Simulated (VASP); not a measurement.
# AlN (m) (P6_3mc) in VASP: a series of runs

AlN (m) is run at these levels: PBEsol; tasks: single point, relaxation of cell and atoms.

Everything below comes from runs of VASP 6.6.1. Logs are shortened: lines on timing, memory, paths and dates and some standing lists are left out, and cuts for length are marked.

## Step 1: The cell of the first run

It takes space group P6_3mc (No. 186, hexagonal). The conventional cell has a = 3.118 Å, b = 3.118 Å, c = 5.051 Å, α = 90.00°, β = 90.00°, γ = 120.00°. Al (site symmetry 3m) has 4 N at 1.90 to 1.91 Å within 2.5 Å. N (site symmetry 3m) has 4 Al at 1.90 to 1.91 Å within 2.5 Å.

## Step 2: Single point, PBEsol

Contents of INCAR:

```
PREC = Accurate ; ENCUT = 600
EDIFF = 1E-6 ; ISMEAR = 0
SIGMA = 0.1 ; LREAL = F
LASPH = T ; NELM = 120
ALGO = Normal ; ISIF = 2
LWAVE = F ; LCHARG = T
GGA = PS ; LELF = T
LVHAR = T ; NBANDS = 16
GGA_COMPAT = F
```

Contents of KPOINTS:

```
regular mesh
0
Gamma
  6 6 4
```

Contents of POSCAR:

```
AlN
1.0
    3.1179847954      0.0000000000      0.0000000000
   -1.5589923977      2.7002540414      0.0000000000
    0.0000000000      0.0000000000      5.0511353685
Al N
2 2
Direct
    0.3333333333      0.6666666667      0.0000000000
    0.6666666667      0.3333333333      0.5000000000
    0.3333333333      0.6666666667      0.3780000000
    0.6666666667      0.3333333333      0.8780000000
```

Potentials or basis: VASP PAW PBE potentials, release 64 (Al, N).

Run with:

```bash
cat potpaw_PBE.64/Al/POTCAR potpaw_PBE.64/N/POTCAR > POTCAR
mpirun -np 1 vasp_std > vasp.out
```

OUTCAR:

```text
PREC = Accurate
   ENCUT = 600
   EDIFF = 1E-6
   ISMEAR = 0
   LREAL = F
   LASPH = T
   NELM = 120
   ISIF = 2
   GGA = PS

 ion  position               nearest neighbor table
   1  0.333  0.667  0.000-   4 1.90   4 1.90   4 1.90   3 1.91   2 3.10   2 3.10   2 3.10   2 3.10
                             2 3.10   2 3.10
   2  0.667  0.333  0.500-   3 1.90   3 1.90   3 1.90   4 1.91   1 3.10   1 3.10   1 3.10   1 3.10
                             1 3.10   1 3.10
   3  0.333  0.667  0.378-   2 1.90   2 1.90   2 1.90   1 1.91
   4  0.667  0.333  0.878-   1 1.90   1 1.90   1 1.90   2 1.91

  LATTYP: Found a hexagonal cell.
 ALAT       =     3.1179847954
 C/A-ratio  =     1.6200000000

  Lattice vectors:

 A1 = (   3.1179847954,   0.0000000000,   0.0000000000)
 A2 = (  -1.5589923977,   2.7002540414,   0.0000000000)
 A3 = (   0.0000000000,   0.0000000000,   5.0511353685)

Analysis of symmetry for initial positions (statically):
=====================================================================
 Subroutine PRICEL returns:
 Original cell was already a primitive cell.

 Routine SETGRP: Setting up the symmetry group for a
 hexagonal supercell.

 Subroutine GETGRP returns: Found 12 space group operations
 (whereof  6 operations were pure point group operations)
 out of a pool of 24 trial point group operations.

The static configuration has the point symmetry C_3v.
 The point group associated with its full space group is C_6v.

Analysis of symmetry for dynamics (positions and initial velocities):
=====================================================================
 Subroutine PRICEL returns:
 Original cell was already a primitive cell.

 Routine SETGRP: Setting up the symmetry group for a
 hexagonal supercell.

 Subroutine GETGRP returns: Found 12 space group operations
 (whereof  6 operations were pure point group operations)
 out of a pool of 24 trial point group operations.

The dynamic configuration has the point symmetry C_3v.
 The point group associated with its full space group is C_6v.

 Subroutine INISYM returns: Found 12 space group operations
 (whereof  6 operations are pure point group operations),
 and found     1 'primitive' translations

[... 93 lines left out ...]
   NELM   =    120;   NELMIN=  2; NELMDL= -5     # of ELM steps
   EDIFF  = 0.1E-05   stopping-criterion for ELM
   LREAL  =      F    real-space projection
   EDIFFG = 0.1E-04   stopping-criterion for IOM
   NSW    =      0    number of steps for IOM
   IBRION =     -1    ionic relax: 0-MD 1-quasi-New 2-CG
   NFREE  =      0    steps in history (QN), initial steepest desc. (CG)
   ISIF   =      2    stress and relaxation
   ISYM   =      2    0-nonsym 1-usesym 2-fastsym
   POTIM  = 0.5000    time-step for ionic-motion
   TEBEG  =    0.0;   TEEND  =   0.0 temperature during run
   PSTRESS=    0.0 pullay stress
   NELECT =      16.0000    total number of electrons
   NUPDOWN=      -1.0000    fix difference up-down
   EMIN   =  10.00;   EMAX   =-10.00  energy-range for DOS
   EFERMI =   0.00;   METHOD = LEGACY
   ISMEAR =     0;   SIGMA  =   0.10  broadening in eV -4-tet -1-fermi 0-gaus
   EFERMI_NEDOS =   21; number of points for ismear=-14 and -15
   IALGO  =     38    algorithm
   IMIX   =      4    mixing-type and parameters
     AMIX     =   0.40;   BMIX     =  1.00
     AMIX_MAG =   1.60;   BMIX_MAG =  1.00
  volume/ion in A,a.u.               =      10.63        71.75
  Fermi-wavevector in a.u.,A,eV,Ry     =   1.181841  2.233355 19.003903  1.396747
  Thomas-Fermi vector in A             =   2.318106
   LORBIT       =      0    0 simple, 1 ext, 2 COOP (PROOUT), +10 PAW based schemes
   GGA     = PS    functional components
   LHFCALC =     F    Hartree Fock is set to
   AEXX    =    0.0000 exact exchange contribution
   IVDW    =     0    specifies the selected vdW correction
   LEPSILON=     F    determine dielectric tensor
   LRPA    =     F    only Hartree local field effects (RPA)
 non-spin polarized calculation
 Gauss-broadening in eV      SIGMA  =   0.10
  energy-cutoff  :      600.00
  volume of cell :       42.53
 maximum number of plane-waves:      1448
 NGX is ok and might be reduce to    28
   NGX = 13   NGY = 13   NGZ = 21

 number of electron      16.0000001 magnetization

 Free energy of the ion-electron system (eV)
  ---------------------------------------------------
  ext. energy  EPLUGINS =         0.00000000
  ---------------------------------------------------
  free energy    TOTEN  =       -31.30371077 eV

  energy without entropy =      -31.30371077  energy(sigma->0) =      -31.30371077

 E-fermi :   6.2706     XC(G=0): -11.0297

 val. band max:        5.7942985541   @ k =   0.0000   0.0000   0.0000
 cond. band min:       9.8505692084   @ k =   0.0000   0.0000   0.0000
 fundamental gap:      4.0562706543
 Fermi energy:         6.2706222890

 k-point     1 :       0.0000    0.0000    0.0000
  band No.  band energies     occupation
      1      -9.1664      2.00000
      2      -7.0845      2.00000
      3      -0.1371      2.00000
      4       5.1021      2.00000
      5       5.1021      2.00000
      6       5.7193      2.00000
[... 376 lines left out ...]
      3       1.0923      2.00000
      4       1.0923      2.00000
      5       2.0454      2.00000
      6       2.0454      2.00000
[... 8 lines left out ...]
     15      19.4842      0.00000
     16      19.4842      0.00000

------------------------ aborting loop because EDIFF is reached ----------------------------------------

  FORCE on cell =-STRESS in cart. coord.  units (eV):
  Direction    XX          YY          ZZ          XY          YZ          ZX
  --------------------------------------------------------------------------------------
  -------------------------------------------------------------------------------------
  Total       -0.6791514     -0.6791514     -1.2162634      0.0000000      0.0000000     -0.0000000
  in kB      -25.5864225    -25.5864225    -45.8216374      0.0000000      0.0000000     -0.0000000
  external PRESSURE =     -32.3314941 kB  Pullay stress =       0.0000000 kB

 VOLUME and BASIS-vectors are now :
 -----------------------------------------------------------------------------
  energy-cutoff  :      600.00
  volume of cell :       42.53
      direct lattice vectors                 reciprocal lattice vectors
     3.117984795  0.000000000  0.000000000     0.320719973  0.185167763  0.000000000
    -1.558992398  2.700254041  0.000000000     0.000000000  0.370335526  0.000000000
     0.000000000  0.000000000  5.051135368     0.000000000  0.000000000  0.197975292

 POSITION                                       TOTAL-FORCE (eV/Angst)
 -----------------------------------------------------------------------------------
     -0.00000      1.80017      0.00000        -0.000000     -0.000000     -0.108562
      1.55899      0.90008      2.52557         0.000000     -0.000000     -0.108562
     -0.00000      1.80017      1.90933         0.000000     -0.000000      0.108562
      1.55899      0.90008      4.43490        -0.000000      0.000000      0.108562
 -----------------------------------------------------------------------------------
    total drift:                               -0.000000      0.000000      0.000765

  FREE ENERGIE OF THE ION-ELECTRON SYSTEM (eV)
  ---------------------------------------------------
  free  energy   TOTEN  =       -31.3037107721 eV

  energy  without entropy=      -31.3037107721  energy(sigma->0) =      -31.30371077
```

OSZICAR:

```text
N       E                     dE             d eps       ncg     rms          rms(c)
DAV:   1     0.461475322913E+02    0.46148E+02   -0.80355E+03   672   0.102E+03
DAV:   2    -0.315001505361E+02   -0.77648E+02   -0.70263E+02   960   0.202E+02
DAV:   3    -0.356665435834E+02   -0.41664E+01   -0.41506E+01   848   0.508E+01
DAV:   4    -0.356925859702E+02   -0.26042E-01   -0.26041E-01   848   0.429E+00
DAV:   5    -0.356929236668E+02   -0.33770E-03   -0.33770E-03   864   0.484E-01    0.116E+01
DAV:   6    -0.313490104927E+02    0.43439E+01   -0.95733E+00   840   0.233E+01    0.410E+00
DAV:   7    -0.313415051254E+02    0.75054E-02   -0.64184E-01   736   0.562E+00    0.285E+00
DAV:   8    -0.313084683426E+02    0.33037E-01   -0.74649E-02   776   0.246E+00    0.595E-01
DAV:   9    -0.313034255445E+02    0.50428E-02   -0.12761E-02   896   0.877E-01    0.250E-01
DAV:  10    -0.313037988567E+02   -0.37331E-03   -0.15302E-03   752   0.256E-01    0.158E-01
DAV:  11    -0.313037114872E+02    0.87369E-04   -0.14138E-04   816   0.905E-02    0.341E-02
DAV:  12    -0.313037107721E+02    0.71504E-06   -0.66969E-06   808   0.220E-02
   1 F= -.31303711E+02 E0= -.31303711E+02  d E =-.549534E-13
```

stdout:

```text
POSCAR found type information on POSCAR AlN
 POSCAR found :  2 types and       4 ions
 scaLAPACK will be used
 -----------------------------------------------------------------------------
|                                                                             |
|                                                                             |
|     You enforced a specific xc type in the INCAR file but a different       |
|     I HOPE YOU KNOW WHAT YOU ARE DOING!                                     |
|                                                                             |
 -----------------------------------------------------------------------------

 LDA part: xc-table for (Slater+PW92), standard interpolation
 POSCAR, INCAR and KPOINTS ok, starting setup
 FFT: planning ... GRIDC
 FFT: planning ... GRID_SOFT
 FFT: planning ... GRID
 WAVECAR not read
 entering main loop
```

Wall time 28 s (1 thread of Intel Xeon 8259CL, shared host); peak memory 0.17 GiB.

What came out:

| Item | Value |
| --- | --- |
| Free energy | -31.3037 eV |
| Pressure | -3.2 GPa |
| Largest force | 0.109 eV/Å |
| Band gap on the k mesh | 4.06 eV, direct |

Forces on the atoms (eV/Å):
```
Al   0.000  0.000 -0.109
Al   0.000  0.000 -0.109
N    0.000  0.000  0.109
N    0.000  0.000  0.109
```

Levels at points of the mesh, in eV from the valence-band top:
| k point | band 5 | band 6 | band 7 | band 8 | band 9 | band 10 | band 11 | band 12 |
| --- | --- | --- | --- | --- | --- | --- | --- | --- |
| (0.00, 0.00, 0.00) | -0.69 | -0.08 | -0.08 | 0.00 | 4.06 | 6.61 | 10.36 | 11.12 |
| (0.50, 0.00, 0.00) | -3.26 | -1.92 | -1.72 | -0.58 | 5.63 | 5.76 | 8.04 | 10.13 |
| (0.00, 0.00, 0.50) | -0.39 | -0.39 | -0.39 | -0.39 | 6.35 | 6.35 | 10.11 | 10.11 |
| (0.50, 0.00, 0.50) | -1.32 | -1.32 | -1.32 | -1.32 | 5.17 | 5.17 | 9.13 | 9.13 |

Caveat: the PAW data sets were made with another functional, which shifts forces and pressure a little.

## Step 3: Single point, PBEsol

This run uses another cell than the first one, of 10.46 Å³/atom, 0.984 times its volume.

Contents of INCAR:

```
PREC = Accurate ; ENCUT = 600
EDIFF = 1E-6 ; ISMEAR = 0
SIGMA = 0.02 ; LREAL = F
LASPH = T ; NELM = 120
ALGO = Normal ; ISIF = 2
LWAVE = F ; LCHARG = F
GGA = PS ; NBANDS = 16
GGA_COMPAT = F
```

Contents of KPOINTS:

```
Automatic mesh
0
Gamma
  9 9 6
```

Contents of POSCAR:

```
AlN
1.0
    3.1138166797      0.0000000000      0.0000000000
   -1.5569083398      2.6966443473      0.0000000000
    0.0000000000      0.0000000000      4.9835704558
Al N
2 2
Direct
    0.3333333333      0.6666666667     -0.0019934716
    0.6666666667      0.3333333333      0.4980065284
    0.3333333333      0.6666666667      0.3799934716
    0.6666666667      0.3333333333      0.8799934716
```

Potentials or basis: VASP PAW PBE potentials, release 64 (Al, N).

Run with:

```bash
cat potpaw_PBE.64/Al/POTCAR potpaw_PBE.64/N/POTCAR > POTCAR
mpirun -np 1 vasp_std > vasp.out
```

Run time: 55 s. Hardware: 1 thread of Intel Xeon 8259CL, shared host; peak memory 0.19 GiB.

Results (log left out):

* Free energy: -31.3157 eV
* Pressure: -0.2 GPa
* Band gap on the k mesh: 4.11 eV, direct

Levels at points of the mesh, in eV from the valence-band top:
```tsv
k point	band 6	band 7	band 8	band 9	band 10	band 11
(0.00, 0.00, 0.00)	-0.22	-0.22	0.00	4.11	6.55	10.49
(0.00, 0.00, 0.50)	-0.56	-0.56	-0.56	6.36	6.36	10.20
```

Caveat: the PAW data sets were made with another functional, which shifts forces and pressure a little.

## Step 4: Relaxation of cell and atoms, PBEsol

Contents of INCAR:

```
SYSTEM = AlN
PREC = Accurate ; ENCUT = 600
EDIFF = 1E-7 ; ISMEAR = 0
SIGMA = 0.02 ; LREAL = .False.
LASPH = .True. ; NELM = 120
ALGO = Normal ; ISIF = 3
LWAVE = .False. ; LCHARG = .False.
GGA = PS ; IBRION = 2
NSW = 100 ; EDIFFG = -0.002
GGA_COMPAT = .False. ; NELMIN = 4
```

Contents of KPOINTS:

```
Automatic mesh
0
Gamma
  9 9 6
  0 0 0
```

Contents of POSCAR:

```
AlN
1.0
    3.1179847954      0.0000000000      0.0000000000
   -1.5589923977      2.7002540414      0.0000000000
    0.0000000000      0.0000000000      5.0511353685
Al N
2 2
Direct
    0.3333333333      0.6666666667      0.0000000000
    0.6666666667      0.3333333333      0.5000000000
    0.3333333333      0.6666666667      0.3780000000
    0.6666666667      0.3333333333      0.8780000000
```

Run with:

```bash
cat potpaw_PBE.64/Al/POTCAR potpaw_PBE.64/N/POTCAR > POTCAR
mpirun -np 1 vasp_std > vasp.out
```

Wall time 3.3 min (1 thread of Intel Xeon 8259CL, shared host); peak memory 0.19 GiB.

It converged, with:

```
Free energy                            : -31.3167 eV
Relaxed volume                         : 10.45 Å³/atom
Relaxed cell                           : a = 3.113 Å, b = 3.113 Å, c = 4.982 Å, α = 90.00°, β = 90.00°, γ = 120.00°
Space group after relaxing (to 0.05 Å) : P6_3mc (No. 186)
Energy gained by relaxing              : 2.9 meV/atom
Ionic steps                            : 9
Pressure after relaxing                : 0.0 GPa
Band gap on the k mesh                 : 4.12 eV, direct
```

The path:
| step | energy change (eV) | largest force (eV/Å) | pressure (GPa) | volume (Å³) |
| --- | --- | --- | --- | --- |
| 1 | 0.0000 | 0.1072 | -3.18 | 42.53 |
| 2 | -0.0051 | 0.0610 | 2.94 | 41.24 |
| 3 | -0.0092 | 0.0790 | 0.41 | 41.75 |
| 4 | -0.0110 | 0.0337 | 0.16 | 41.79 |
| 5 | -0.0114 | 0.0001 | -0.04 | 41.82 |
| 6 | -0.0114 | 0.0016 | -0.04 | 41.82 |
| 7 | -0.0114 | 0.0031 | -0.03 | 41.82 |
| 8 | -0.0114 | 0.0001 | 0.03 | 41.81 |
| 9 | -0.0114 | 0.0011 | 0.01 | 41.81 |

Final structure:
```xyz
4
Lattice="3.1128 0.0000 0.0000 -1.5564 2.6958 0.0000 0.0000 0.0000 4.9825" Properties=species:S:1:pos:R:3 pbc="T T T"
Al    0.0000    1.7972    4.9726
Al    1.5564    0.8986    2.4814
N     0.0000    1.7972    1.8932
N     1.5564    0.8986    4.3845
```

Levels at points of the mesh, in eV from the valence-band top:
```
           k point  band 4  band 5  band 6  band 7  band 8  band 9  band 10  band 11  band 12
(0.00, 0.00, 0.00)   -0.88   -0.88   -0.22   -0.22    0.00    4.12     6.56    10.50    11.03
(0.00, 0.00, 0.50)   -3.36   -0.56   -0.56   -0.56   -0.56    6.37     6.37    10.20    10.20
```

Caveat: the PAW data sets were made with another functional, which shifts forces and pressure a little. A k mesh can miss the band edges.

## Step 5: Summary

```tsv
task	cell	k mesh	smearing	gap on the mesh (eV)	pressure (GPa)
single point	a = 3.118, b = 3.118, c = 5.051 Å, angles 90.0, 90.0, 120.0°, 4 atoms	6 × 6 × 4	gaussian 0.1 eV	4.06	-3.2
single point	a = 3.114, b = 3.114, c = 4.984 Å, angles 90.0, 90.0, 120.0°, 4 atoms	9 × 9 × 6	gaussian 0.02 eV	4.11	-0.2
relaxation of cell and atoms	relaxed from a = 3.118, b = 3.118, c = 5.051 Å, angles 90.0, 90.0, 120.0°, 4 atoms	9 × 9 × 6	gaussian 0.02 eV	4.12	0.0
```

Alike in all rows: level PBEsol; potentials or basis VASP PAW PBE potentials, release 64 (Al, N); no spin polarisation; cutoff (eV) 600.

Caveats: the PAW data sets were made with another functional, which shifts forces and pressure a little.

Total energies depend on the potentials used, so only differences within one code and one set of settings carry meaning.
